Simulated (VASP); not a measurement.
Here is a VASP 6.6.1 calculation.

The input INCAR:

```
SYSTEM = K2NbO3
  PREC = Accurate
  ENCUT = 600
  EDIFF = 1E-6
  ISMEAR = 0
  SIGMA = 0.1
  LREAL = .False.
  LASPH = .True.
  NELM = 150
  ALGO = Normal
  ISIF = 3
  LWAVE = .False.
  LCHARG = .False.
  ISPIN = 2
  MAGMOM = 0.01 0.01 0.31 0.44 -0.02 0.44
  LORBIT = 11
  LMAXMIX = 4
  GGA = PE
  IBRION = 2
  NSW = 90
  EDIFFG = -0.04
```

The input KPOINTS:

```
Automatic mesh
0
Gamma
  6 6 2
  0 0 0
```

The input POSCAR:

```
K2NbO3
1.0
    4.0409243400      0.0000000000      0.0000000000
   -2.0204621700      3.4995431300      0.0000000000
    0.0000000000      0.0000000000      7.9768824700
K Nb O
2 1 3
Direct
    0.3333333300      0.6666666700      0.7520078400
    0.3333333300      0.6666666700      0.2479921600
    0.6666666700      0.3333333300      0.5000000000
    0.6666666700      0.3333333300      0.0000000000
    0.0000000000      0.0000000000      0.5000000000
    0.0000000000      0.0000000000      0.0000000000
```

Potentials or basis: VASP PAW PBE potentials, release 64 (K_sv, Nb_sv, O).

Command:

```bash
$ cat potpaw_PBE.64/K_sv/POTCAR potpaw_PBE.64/Nb_sv/POTCAR potpaw_PBE.64/O/POTCAR > POTCAR
$ mpirun -np 1 vasp_std > vasp.out
```

(1) What does it give for the site moments?

(2) What does it give for the relaxed volume?

(3) What does it give for the space group after relaxing (to 0.1 Å)?

Results:

(1) K +0.01; Nb +0.48; O +0.37, -0.02 (each value once) μB.

(2) 18.58 Å³/atom.

(3) P-6m2 (No. 187).

Caveat: the k points lie up to 0.34 Å⁻¹ apart in the final cell; a cell axis changed by over 15 % at a fixed basis, so the end point is rough.
